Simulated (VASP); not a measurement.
Si4PI:

```
Si P I
1.0
     4.34675    0.00000    0.00000
    -2.17338    3.76440    0.00000
     0.00000    0.00000    8.76738
Si P I
4 1 1
Direct
  0.00000 0.00000 0.24392
  0.00000 0.00000 0.75608
  0.33333 0.66667 0.00000
  0.66667 0.33333 0.00000
  0.00000 0.00000 0.50000
  0.00000 0.00000 0.00000
```

The cell was built from a structure type or drawn by symmetry, and may not be a known phase.

* Program: VASP 6.6.1
* Task: relaxation of cell and atoms
* Functional: PBE
* Potentials or basis: VASP PAW PBE potentials, release 64 (Si, P, I)
* Cutoff: 600 eV
* k mesh: 6 × 6 × 2
* Occupations: gaussian, width 0.1 eV
* Spin: no spin polarisation

At the start: pressure 27.8 GPa; volume 23.91 Å³/atom.

How do energy, volume and symmetry change on relaxing?

Over 12 steps the energy falls by 1092.6 meV/atom and the volume is 40.67 Å³/atom (+70.1 %); space group P6/mmm (No. 191, to 0.1 Å) before and after.

The path:
```
step  energy change (eV)  largest force (eV/Å)  pressure (GPa)  volume (Å³)
   1              0.0000                9.3724           27.82       143.46
   2             -5.7970                2.4721           -2.39       246.30
   3             -5.5660                2.3068            0.85       202.02
   4             -5.8544                2.3825           -1.00       225.05
   5             -6.3209                0.2442            1.73       223.01
   6             -6.3667                0.6011            0.93       223.51
   7             -6.3666                0.5439            0.98       223.48
   8             -6.4524                0.2758            0.56       230.12
   9             -6.5101                0.4022           -0.01       246.40
  10             -6.5023                0.8077           -1.06       252.27
  11             -6.5412                0.2007           -0.56       249.16
  12             -6.5559                0.0399           -0.03       244.04
```

Final structure:
```xyz
6
Lattice="4.9708 0.0000 0.0000 -2.4854 4.3048 0.0000 0.0000 0.0000 11.4044" Properties=species:S:1:pos:R:3 pbc="T T T"
Si    4.9708    0.0000    3.5874
Si    2.4854    4.3048    7.8170
Si    0.0000    2.8699    0.0000
Si    2.4854    1.4349    0.0000
P     2.4854    4.3048    5.7022
I     2.4854    4.3048    0.0000
```

Caveat: the volume moved by over 15 % at a fixed basis, so the end points are rough.
